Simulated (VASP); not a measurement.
Wanted: the native input for a VASP 6.6.1 run.

* Task: relaxation of cell and atoms
* Functional: r2SCAN
* Potentials or basis: VASP PAW PBE potentials, release 64 (Ta_pv, N)
* Cutoff: 600 eV
* k mesh: 9 × 9 × 8
* Occupations: fermi-dirac, width 0.05 eV
* Spin: no spin polarisation
* Dipole correction: no
* Further INCAR settings: ALGO = Normal; EDIFF = 1e-07; IBRION = 2; EDIFFG = -0.01; NSW = 80; ISIF = 3

TaN:

```
CELL_PARAMETERS angstrom
2.93800 0.00000 0.00000
-1.46900 2.54438 0.00000
0.00000 0.00000 2.88300
ATOMIC_POSITIONS crystal
Ta 0.33333 0.66667 0.50000
N 0.00000 0.00000 0.00000
```

These files were run (other wordings do the same):

POSCAR

```
TaN
1.0
    2.9380000000      0.0000000000      0.0000000000
   -1.4690000000      2.5443826363      0.0000000000
    0.0000000000      0.0000000000      2.8830000000
Ta N
1 1
Direct
    0.3333330000      0.6666670000      0.5000000000
    0.0000000000      0.0000000000      0.0000000000
```

INCAR.step1

```
SYSTEM = TaN
PREC = Accurate ; ENCUT = 600
ISMEAR = -1 ; SIGMA = 0.05
LREAL = .FALSE. ; LASPH = .TRUE.
NELM = 100 ; GGA = PE
ALGO = Normal ; EDIFF = 1E-4
LWAVE = .TRUE. ; LCHARG = .FALSE.
```

INCAR.step2

```
SYSTEM = TaN
PREC = Accurate ; ENCUT = 600
EDIFF = 1E-7 ; ISMEAR = -1
SIGMA = 0.05 ; LREAL = .FALSE.
LASPH = .TRUE. ; NELM = 100
ALGO = Normal ; ISIF = 3
LWAVE = .FALSE. ; LCHARG = .FALSE.
METAGGA = R2SCAN ; LMIXTAU = .TRUE.
IBRION = 2 ; NSW = 80
EDIFFG = -0.01 ; ISTART = 1
```

KPOINTS

```
Automatic mesh
0
G
  9 9 8
  0 0 0
```

Potentials or basis: VASP PAW PBE potentials, release 64 (Ta_pv, N).

Launch:

```sh
$ cat potpaw_PBE.64/Ta_pv/POTCAR potpaw_PBE.64/N/POTCAR > POTCAR
$ cp INCAR.step1 INCAR
$ mpirun -np 1 vasp_std > vasp.out
$ cp INCAR.step2 INCAR
$ mpirun -np 1 vasp_std > vasp.out
```

Results of the run:

- Relaxed volume: 10.82 Å³/atom
- Relaxed cell: a = 2.941 Å, b = 2.941 Å, c = 2.889 Å, α = 90.00°, β = 90.00°, γ = 120.00°
- Space group after relaxing (to 0.1 Å): P-6m2 (No. 187)
- Energy gained by relaxing: 0.2 meV/atom
- Ionic steps: 3
- Pressure after relaxing: 0.0 GPa
- Band gap on the k mesh: zero (bands 8 and 9 overlap by 0.18 eV)

Caveat: the PAW data sets were made with another functional, which shifts forces and pressure a little; spin-orbit coupling is left out, which moves the levels of the heavy elements.

It took 69 s on 1 thread of Intel(R) Xeon(R) 6975P-C (Granite Rapids), on a shared host, peak memory 0.16 GiB.
